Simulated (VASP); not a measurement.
Wanted: the native input for a VASP 6.6.1 run.

| Quantity | Value |
| --- | --- |
| Task | single point |
| Functional | PBEsol |
| Potentials or basis | VASP PAW PBE potentials, release 64 (Te) |
| Cutoff | 520 eV |
| k mesh | 5 × 5 × 4 |
| Occupations | fermi-dirac, width 0.05 eV |
| Spin | non-collinear spin, zero start, spin-orbit coupling |
| Starting moments | [[0.0, 0.0, 0.0], [0.0, 0.0, 0.0], [0.0, 0.0, 0.0]] μB |
| Dipole correction | no |
| Further INCAR settings | ALGO = Normal; EDIFF = 1e-06; NBANDS = 31 |

The structure of Te lies in POSCAR:

```
Te
1.0
    4.4540000000      0.0000000000      0.0000000000
   -2.2270000000      3.8572771485      0.0000000000
    0.0000000000      0.0000000000      5.9240000000
Te
3
Direct
    0.7310000000      0.7310000000      0.0000000000
    0.0000000000      0.2690000000      0.6666666667
    0.2690000000      0.0000000000      0.3333333333
```

The input as run:

INCAR

```
  PREC = Accurate
  ENCUT = 520
  EDIFF = 1E-6
  ISMEAR = -1
  SIGMA = 0.05
  LREAL = False
  LASPH = True
  NELM = 150
  ALGO = Normal
  ISIF = 2
  LWAVE = False
  LCHARG = False
  MAGMOM = 0 0 0 0 0 0 0 0 0
  LORBIT = 11
  LSORBIT = True
  GGA_COMPAT = False
  LORBMOM = True
  GGA = PS
  NBANDS = 31
```

KPOINTS

```
regular mesh
0
Gamma
  5 5 4
```

Potentials or basis: VASP PAW PBE potentials, release 64 (Te).

Run with:

```sh
$ cat potpaw_PBE.64/Te/POTCAR > POTCAR
$ mpirun -np 1 vasp_ncl > vasp.out
```

Results of the run:

```
Pressure                                              : -0.5 GPa
Largest force                                         : 0.144 eV/Å
Net moment                                            : 0.00 μB per cell
Valence electrons inside the program's atomic spheres : Te 3.29
```

Caveat: the PAW data sets were made with another functional, which shifts forces and pressure a little.

Wall time 5 min on 1 thread of Oxide Virtual Turin-like Processor, with other jobs on the host, peak memory 0.47 GiB.
